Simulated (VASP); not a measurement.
**ZnO: single point with r2SCAN**

ZnO:

```
Zn O
1.0
     3.25691    0.00000    0.00000
    -1.62846    2.82057    0.00000
     0.00000    0.00000    5.10807
Zn O
2 2
Direct
  0.66667 0.33333 0.49670
  0.33333 0.66667 0.99670
  0.66667 0.33333 0.88361
  0.33333 0.66667 0.38361
```

This cell differs from its parent crystal: uniaxial strain along c: -2.0 %, then relaxed in part.

```
Program                : VASP 6.6.1
Task                   : single point
Functional             : r2SCAN
Potentials or basis    : VASP PAW PBE potentials, release 64 (Zn, O)
Cutoff                 : 520 eV
k mesh                 : 12 × 12 × 6
Occupations            : gaussian, width 0.02 eV
Spin                   : no spin polarisation
Dipole correction      : no
Further INCAR settings : ALGO = Normal; EDIFF = 1e-07; NBANDS = 26
```

- Pressure: 2.0 GPa
- Largest force: 0.014 eV/Å
- Band gap on the k mesh: 1.27 eV

Forces on the atoms (eV/Å):
```
Zn   0.000  0.000 -0.014
Zn   0.000  0.000 -0.014
O    0.000  0.000  0.014
O    0.000  0.000  0.014
```

Stress tensor (GPa, compression positive):
```
1.05 0.00 0.00
0.00 1.05 0.00
0.00 0.00 3.93
```

Levels at points of the mesh, in eV from the valence-band top:
| k point | band 14 | band 15 | band 16 | band 17 | band 18 | band 19 | band 20 | band 21 | band 22 | band 23 |
| --- | --- | --- | --- | --- | --- | --- | --- | --- | --- | --- |
| (0.00, 0.00, 0.00) | -0.83 | -0.83 | -0.10 | 0.00 | 0.00 | 1.27 | 5.79 | 9.09 | 13.52 | 13.52 |
| (0.50, 0.00, 0.00) | -3.68 | -2.85 | -2.41 | -1.26 | -0.92 | 6.45 | 7.34 | 8.32 | 9.22 | 11.60 |
| (0.00, 0.00, 0.50) | -2.18 | -0.41 | -0.41 | -0.41 | -0.41 | 4.00 | 4.00 | 11.02 | 11.02 | 13.81 |
| (0.50, 0.00, 0.50) | -3.78 | -1.61 | -1.61 | -1.30 | -1.30 | 6.32 | 6.32 | 9.22 | 9.22 | 12.02 |

Run time: 6.4 min on 1 thread of Intel Xeon 8259CL, with other jobs on the host, peak memory 0.22 GiB.

Caveat: the cell differs from its parent crystal (uniaxial strain along c: -2.0 %, then relaxed in part); the PAW data sets were made with another functional, which shifts forces and pressure a little.
